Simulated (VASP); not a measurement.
# GaP (F-43m) in VASP: single point with PBEsol

Aim: the single point of GaP with PBEsol.

Program: VASP 6.6.1. These are calculated values, not measurements. Logs are shortened: lines on timing, memory, paths and dates and some standing lists are left out, and cuts for length are marked.

**1. The cell of the first run**

Symmetry: F-43m, No. 216, cubic system. The conventional cell has a = 5.439 Å, b = 5.439 Å, c = 5.439 Å, α = 90.00°, β = 90.00°, γ = 90.00°. Ga (site symmetry -43m) has 4 P at 2.36 Å within 3.1 Å. Within 3.1 Å of P (site symmetry -43m) lie 4 Ga at 2.36 Å.

**2. Single point, PBEsol**

File INCAR:

```
PREC     = Accurate       # precision mode
ENCUT    = 500            # plane-wave cutoff, eV
EDIFF    = 1E-6           # SCF threshold, eV
ISMEAR   = 0              # smearing method
SIGMA    = 0.02           # smearing width, eV
LREAL    = F              # projectors in reciprocal space
LASPH    = T              # aspherical terms in the spheres
NELM     = 120            # most SCF steps
ALGO     = Normal         # electronic algorithm
ISIF     = 2              # what is computed and relaxed
LWAVE    = F              # write WAVECAR
LCHARG   = F              # write CHGCAR
GGA      = PS             # functional
NBANDS   = 16             # bands
GGA_COMPAT= F
```

File KPOINTS:

```
Automatic mesh
0
Gamma
  10 10 10
```

File POSCAR:

```
GaP
1.0
    0.0000000000      2.7196334787      2.7196334787
    2.7196334787      0.0000000000      2.7196334787
    2.7196334787      2.7196334787      0.0000000000
Ga P
1 1
Direct
    0.0000000000      0.0000000000      0.0000000000
    0.2500000000      0.2500000000      0.2500000000
```

Potentials or basis: VASP PAW PBE potentials, release 64 (Ga_d, P).

Started as:

```console
cat potpaw_PBE.64/Ga_d/POTCAR potpaw_PBE.64/P/POTCAR > POTCAR
mpirun -np 1 vasp_std > vasp.out
```

OUTCAR:

```text
PREC = Accurate
   ENCUT = 500
   EDIFF = 1E-6
   ISMEAR = 0
   LREAL = F
   LASPH = T
   NELM = 120
   ISIF = 2
   GGA = PS

 ion  position               nearest neighbor table
   1  0.000  0.000  0.000-   2 2.36   2 2.36   2 2.36   2 2.36
   2  0.250  0.250  0.250-   1 2.36   1 2.36   1 2.36   1 2.36

  LATTYP: Found a face centered cubic cell.
 ALAT       =     5.4392669574

  Lattice vectors:

 A1 = (   0.0000000000,   2.7196334787,   2.7196334787)
 A2 = (   2.7196334787,   0.0000000000,   2.7196334787)
 A3 = (   2.7196334787,   2.7196334787,   0.0000000000)

Analysis of symmetry for initial positions (statically):
=====================================================================
 Subroutine PRICEL returns:
 Original cell was already a primitive cell.

 Routine SETGRP: Setting up the symmetry group for a
 face centered cubic supercell.

 Subroutine GETGRP returns: Found 24 space group operations
 (whereof 24 operations were pure point group operations)
 out of a pool of 48 trial point group operations.

The static configuration has the point symmetry T_d .

Analysis of symmetry for dynamics (positions and initial velocities):
=====================================================================
 Subroutine PRICEL returns:
 Original cell was already a primitive cell.

 Routine SETGRP: Setting up the symmetry group for a
 face centered cubic supercell.

 Subroutine GETGRP returns: Found 24 space group operations
 (whereof 24 operations were pure point group operations)
 out of a pool of 48 trial point group operations.

The dynamic configuration has the point symmetry T_d .

 Subroutine INISYM returns: Found 24 space group operations
 (whereof 24 operations are pure point group operations),
 and found     1 'primitive' translations

----------------------------------------------------------------------------------------

                                     Primitive cell

  volume of cell :      40.2310

  direct lattice vectors                    reciprocal lattice vectors
     0.000000000  2.719633479  2.719633479    -0.183848303  0.183848303  0.183848303
     2.719633479  0.000000000  2.719633479     0.183848303 -0.183848303  0.183848303
     2.719633479  2.719633479  0.000000000     0.183848303  0.183848303 -0.183848303

  length of vectors
     3.846142550  3.846142550  3.846142550     0.318434602  0.318434602  0.318434602

  position of ions in fractional coordinates (direct lattice)
     0.000000000  0.000000000  0.000000000
     0.250000000  0.250000000  0.250000000

  ion indices of the primitive-cell ions
   primitive index   ion index
                 1           1
                 2           2

----------------------------------------------------------------------------------------

 KPOINTS: Automatic mesh

Automatic generation of k-mesh.
 Grid dimensions read from file:
 generate k-points for:   10   10   10

 Generating k-lattice:

  Cartesian coordinates                     Fractional coordinates (reciprocal lattice)
    -0.018384830  0.018384830  0.018384830     0.100000000  0.000000000  0.000000000
     0.018384830 -0.018384830  0.018384830     0.000000000  0.100000000  0.000000000
     0.018384830  0.018384830 -0.018384830     0.000000000  0.000000000  0.100000000

  Length of vectors
     0.031843460  0.031843460  0.031843460

  Shift w.r.t. Gamma in fractional coordinates (k-lattice)
     0.000000000  0.000000000  0.000000000

 Subroutine IBZKPT returns following result:
 ===========================================

 Found     47 irreducible k-points:

 Following reciprocal coordinates:
            Coordinates               Weight
  0.000000  0.000000  0.000000      1.000000
  0.100000  0.000000  0.000000      8.000000
  0.200000  0.000000  0.000000      8.000000
  0.300000  0.000000  0.000000      8.000000
  0.400000  0.000000  0.000000      8.000000
  0.500000  0.000000  0.000000      4.000000
[... 16 lines left out ...]
  0.300000  0.300000  0.000000      6.000000
  0.400000  0.300000  0.000000     24.000000
 [... further k-points ...]
   k-points           NKPTS =     47   k-points in BZ     NKDIM =     47   number of bands    NBANDS=     16
   number of dos      NEDOS =    301   number of ions     NIONS =      2
   total plane-waves  NPLWV =  21952
   dimension x,y,z NGX =    28 NGY =   28 NGZ =   28
   dimension x,y,z NGXF=    56 NGYF=   56 NGZF=   56
   ions per type =               1   1
   NGX,Y,Z   is equivalent  to a cutoff of  12.10, 12.10, 12.10 a.u.
   NGXF,Y,Z  is equivalent  to a cutoff of  24.21, 24.21, 24.21 a.u.
 SYSTEM =  unknown system
   PREC   = accura    normal or accurate (medium, high low for compatibility)
   ISTART =      0    job   : 0-new  1-cont  2-samecut
   ICHARG =      2    charge: 1-file 2-atom 10-const
   ISPIN  =      1    spin polarized calculation?
   LNONCOLLINEAR =      F non collinear calculations
   LSORBIT =      F    spin-orbit coupling
   LASPH  =      T    aspherical Exc in radial PAW
   ENCUT  =  500.0 eV  36.75 Ry    6.06 a.u.   7.01  7.01  7.01*2*pi/ulx,y,z
   NELM   =    120;   NELMIN=  2; NELMDL= -5     # of ELM steps
   EDIFF  = 0.1E-05   stopping-criterion for ELM
   LREAL  =      F    real-space projection
   EDIFFG = 0.1E-04   stopping-criterion for IOM
   NSW    =      0    number of steps for IOM
   IBRION =     -1    ionic relax: 0-MD 1-quasi-New 2-CG
   NFREE  =      0    steps in history (QN), initial steepest desc. (CG)
   ISIF   =      2    stress and relaxation
   ISYM   =      2    0-nonsym 1-usesym 2-fastsym
   POTIM  = 0.5000    time-step for ionic-motion
   TEBEG  =    0.0;   TEEND  =   0.0 temperature during run
   PSTRESS=    0.0 pullay stress
   NELECT =      18.0000    total number of electrons
   NUPDOWN=      -1.0000    fix difference up-down
   EMIN   =  10.00;   EMAX   =-10.00  energy-range for DOS
   EFERMI =   0.00;   METHOD = LEGACY
   ISMEAR =     0;   SIGMA  =   0.02  broadening in eV -4-tet -1-fermi 0-gaus
   EFERMI_NEDOS =   21; number of points for ismear=-14 and -15
   IALGO  =     38    algorithm
   IMIX   =      4    mixing-type and parameters
     AMIX     =   0.40;   BMIX     =  1.00
     AMIX_MAG =   1.60;   BMIX_MAG =  1.00
  volume/ion in A,a.u.               =      20.12       135.75
  Fermi-wavevector in a.u.,A,eV,Ry     =   1.252118  2.366160 21.331210  1.567800
  Thomas-Fermi vector in A             =   2.386034
   LORBIT       =      0    0 simple, 1 ext, 2 COOP (PROOUT), +10 PAW based schemes
   GGA     = PS    functional components
   LHFCALC =     F    Hartree Fock is set to
   AEXX    =    0.0000 exact exchange contribution
   IVDW    =     0    specifies the selected vdW correction
   LEPSILON=     F    determine dielectric tensor
   LRPA    =     F    only Hartree local field effects (RPA)
 non-spin polarized calculation
 Gauss-broadening in eV      SIGMA  =   0.02
  energy-cutoff  :      500.00
  volume of cell :       40.23
 maximum number of plane-waves:      1034
   NGX = 13   NGY = 13   NGZ = 13

 number of electron      18.0000015 magnetization

 Free energy of the ion-electron system (eV)
  ---------------------------------------------------
  ext. energy  EPLUGINS =         0.00000000
  ---------------------------------------------------
  free energy    TOTEN  =        -9.92322307 eV

  energy without entropy =       -9.92322307  energy(sigma->0) =       -9.92322307

 E-fermi :   4.7991     XC(G=0): -10.0498

 val. band max:        4.6306448666   @ k =   0.0000   0.0000   0.0000
 cond. band min:       6.1029104797   @ k =   0.4000   0.4000   0.0000
 fundamental gap:      1.4722656132
 Fermi energy:         4.7991249225

 k-point     1 :       0.0000    0.0000    0.0000
  band No.  band energies     occupation
      1      -9.9195      2.00000
      2      -9.9195      2.00000
      3      -9.9195      2.00000
      4      -9.8169      2.00000
      5      -9.8169      2.00000
      6      -7.9401      2.00000
[... 8 lines left out ...]
     15      14.4119      0.00000
     16      14.4119      0.00000

 k-point     2 :       0.1000    0.0000    0.0000
  band No.  band energies     occupation
      1      -9.9290      2.00000
      2      -9.9163      2.00000
      3      -9.9163      2.00000
      4      -9.8169      2.00000
      5      -9.8169      2.00000
      6      -7.8080      2.00000
[... 8 lines left out ...]
     15      13.9133      0.00000
     16      13.9133      0.00000

 k-point     3 :       0.2000    0.0000    0.0000
  band No.  band energies     occupation
      1      -9.9520      2.00000
      2      -9.9086      2.00000
      3      -9.9086      2.00000
      4      -9.8165      2.00000
      5      -9.8165      2.00000
      6      -7.4250      2.00000
[... 8 lines left out ...]
     15      13.4731      0.00000
     16      14.5477      0.00000

 k-point     4 :       0.3000    0.0000    0.0000
  band No.  band energies     occupation
      1      -9.9778      2.00000
      2      -9.9006      2.00000
      3      -9.9006      2.00000
      4      -9.8143      2.00000
      5      -9.8143      2.00000
      6      -6.8377      2.00000
[... 8 lines left out ...]
     15      13.8889      0.00000
     16      14.1741      0.00000

 k-point     5 :       0.4000    0.0000    0.0000
  band No.  band energies     occupation
      1      -9.9971      2.00000
      2      -9.8956      2.00000
      3      -9.8956      2.00000
      4      -9.8110      2.00000
      5      -9.8110      2.00000
      6      -6.1780      2.00000
[... 8 lines left out ...]
     15      15.1396      0.00000
     16      15.1396      0.00000

 k-point     6 :       0.5000    0.0000    0.0000
  band No.  band energies     occupation
      1     -10.0042      2.00000
      2      -9.8940      2.00000
      3      -9.8940      2.00000
      4      -9.8093      2.00000
      5      -9.8093      2.00000
      6      -5.8292      2.00000
[... 8 lines left out ...]
     15      16.3186      0.00000
     16      16.3186      0.00000

 k-point     7 :       0.1000    0.1000    0.0000
  band No.  band energies     occupation
      1      -9.9352      2.00000
      2      -9.9134      2.00000
      3      -9.9134      2.00000
      4      -9.8196      2.00000
      5      -9.8147      2.00000
      6      -7.7642      2.00000
[... 8 lines left out ...]
     15      14.1003      0.00000
     16      14.5700      0.00000

 k-point     8 :       0.2000    0.1000    0.0000
  band No.  band energies     occupation
      1      -9.9537      2.00000
      2      -9.9070      2.00000
      3      -9.9056      2.00000
      4      -9.8220      2.00000
      5      -9.8127      2.00000
      6      -7.4648      2.00000
[... 8 lines left out ...]
     15      14.4167      0.00000
     16      15.1133      0.00000

 k-point     9 :       0.3000    0.1000    0.0000
  band No.  band energies     occupation
      1      -9.9760      2.00000
      2      -9.9002      2.00000
      3      -9.8970      2.00000
      4      -9.8221      2.00000
      5      -9.8103      2.00000
      6      -6.9425      2.00000
[... 8 lines left out ...]
     15      14.6318      0.00000
     16      15.1093      0.00000
[... 172 lines left out ...]
 k-point    19 :       0.5000    0.2000    0.0000
  band No.  band energies     occupation
      1     -10.0098      2.00000
      2      -9.8859      2.00000
      3      -9.8782      2.00000
      4      -9.8257      2.00000
      5      -9.8059      2.00000
      6      -5.6232      2.00000
[... 8 lines left out ...]
     15      16.3577      0.00000
     16      17.2259      0.00000

 k-point    20 :      -0.4000    0.2000    0.0000
  band No.  band energies     occupation
      1     -10.0083      2.00000
      2      -9.8877      2.00000
      3      -9.8799      2.00000
      4      -9.8193      2.00000
      5      -9.8112      2.00000
      6      -5.5182      2.00000
[... 8 lines left out ...]
     15      14.6531      0.00000
     16      16.9786      0.00000

 k-point    21 :      -0.3000    0.2000    0.0000
  band No.  band energies     occupation
      1      -9.9987      2.00000
      2      -9.8903      2.00000
      3      -9.8858      2.00000
      4      -9.8174      2.00000
      5      -9.8146      2.00000
      6      -6.0098      2.00000
[... 8 lines left out ...]
     15      15.5437      0.00000
     16      17.3578      0.00000

 k-point    22 :      -0.2000    0.2000    0.0000
  band No.  band energies     occupation
      1      -9.9836      2.00000
      2      -9.8953      2.00000
      3      -9.8945      2.00000
      4      -9.8206      2.00000
      5      -9.8126      2.00000
      6      -6.6376      2.00000
[... 8 lines left out ...]
     15      15.8837      0.00000
     16      16.6214      0.00000

 k-point    23 :       0.3000    0.3000    0.0000
  band No.  band energies     occupation
      1     -10.0062      2.00000
      2      -9.8763      2.00000
      3      -9.8763      2.00000
      4      -9.8400      2.00000
      5      -9.8022      2.00000
      6      -6.4586      2.00000
[... 8 lines left out ...]
     15      15.7635      0.00000
     16      18.3012      0.00000

 k-point    24 :       0.4000    0.3000    0.0000
  band No.  band energies     occupation
      1     -10.0185      2.00000
      2      -9.8704      2.00000
      3      -9.8681      2.00000
      4      -9.8428      2.00000
      5      -9.8000      2.00000
      6      -5.9281      2.00000
[... 8 lines left out ...]
     15      16.4283      0.00000
     16      18.3332      0.00000

 [... further k-points ...]
[... 5 lines left out ...]
  --------------------------------------------------------------------------------------
  -------------------------------------------------------------------------------------
  Total       -0.0333328     -0.0333328     -0.0333328     -0.0000000      0.0000000      0.0000000
  in kB       -1.3274589     -1.3274589     -1.3274589     -0.0000000      0.0000000      0.0000000
  external PRESSURE =      -1.3274589 kB  Pullay stress =       0.0000000 kB

 VOLUME and BASIS-vectors are now :
 -----------------------------------------------------------------------------
  energy-cutoff  :      500.00
  volume of cell :       40.23
      direct lattice vectors                 reciprocal lattice vectors
     0.000000000  2.719633479  2.719633479    -0.183848303  0.183848303  0.183848303
     2.719633479  0.000000000  2.719633479     0.183848303 -0.183848303  0.183848303
     2.719633479  2.719633479  0.000000000     0.183848303  0.183848303 -0.183848303

 POSITION                                       TOTAL-FORCE (eV/Angst)
 -----------------------------------------------------------------------------------
      0.00000      0.00000      0.00000         0.000000      0.000000     -0.000000
      1.35982      1.35982      1.35982        -0.000000     -0.000000      0.000000
 -----------------------------------------------------------------------------------
    total drift:                                0.000001      0.000001      0.000001

  FREE ENERGIE OF THE ION-ELECTRON SYSTEM (eV)
  ---------------------------------------------------
  free  energy   TOTEN  =        -9.9232230667 eV

  energy  without entropy=       -9.9232230667  energy(sigma->0) =       -9.92322307
```

Wall time 18 s (1 thread of Intel Xeon Platinum 8488C (Sapphire Rapids), shared host); peak memory 0.16 GiB.

What came out:

```yaml
Free_energy: -9.9232 eV
Pressure: -0.1 GPa
Band_gap_on_the_k_mesh: 1.47 eV (least direct gap 1.80 eV)
```

Levels at points of the mesh, in eV from the valence-band top:
| k point | band 5 | band 6 | band 7 | band 8 | band 9 | band 10 | band 11 | band 12 | band 13 | band 14 |
| --- | --- | --- | --- | --- | --- | --- | --- | --- | --- | --- |
| (0.00, 0.00, 0.00) | -14.45 | -12.57 | 0.00 | 0.00 | 0.00 | 1.80 | 3.83 | 3.83 | 3.83 | 8.59 |
| (0.50, 0.00, 0.00) | -14.44 | -10.46 | -6.73 | -1.14 | -1.14 | 1.60 | 4.65 | 4.65 | 8.10 | 10.78 |
| (0.50, 0.50, 0.00) | -14.43 | -9.54 | -6.84 | -2.73 | -2.73 | 1.50 | 1.71 | 10.60 | 10.60 | 11.14 |

Caveat: the PAW data sets were made with another functional, which shifts forces and pressure a little.
